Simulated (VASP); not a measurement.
Input of a VASP 6.6.1 run:

Contents of INCAR:

```
  PREC = Accurate
  ENCUT = 520
  EDIFF = 1E-6
  ISMEAR = 0
  SIGMA = 0.025
  LREAL = F
  LASPH = T
  NELM = 100
  ALGO = Normal
  ISIF = 2
  LWAVE = F
  LCHARG = T
  GGA = CA
  LELF = T
  LVHAR = T
  NBANDS = 8
```

Contents of KPOINTS:

```
regular mesh
0
Gamma
  7 7 7
```

Contents of POSCAR:

```
Sb
1.0
   -0.0167630000      2.3807070000      2.4016500000
    2.3697530000      0.0443490000      2.3405380000
    2.4096310000      2.3594730000      0.0044710000
Sb
1
Direct
   -0.0075380000      0.0130910000     -0.0107430000
```

Potentials or basis: VASP PAW LDA potentials, release 64 (Sb).

Launch:

```sh
$ cat potpaw_LDA.64/Sb/POTCAR > POTCAR
$ mpirun -np 1 vasp_std > vasp.out
```

Task: Estimate the band gap on the k mesh.

Result: Zero (an odd number of electrons rules out a gap without spin polarisation).

Task: Estimate the pressure.

Result: -2.7 GPa.

Stress tensor (GPa, compression positive):
```
-1.52  1.09  0.18
 1.09 -3.34  1.74
 0.18  1.74 -3.31
```

Caveat: spin-orbit coupling is left out, which moves the levels of the heavy elements.
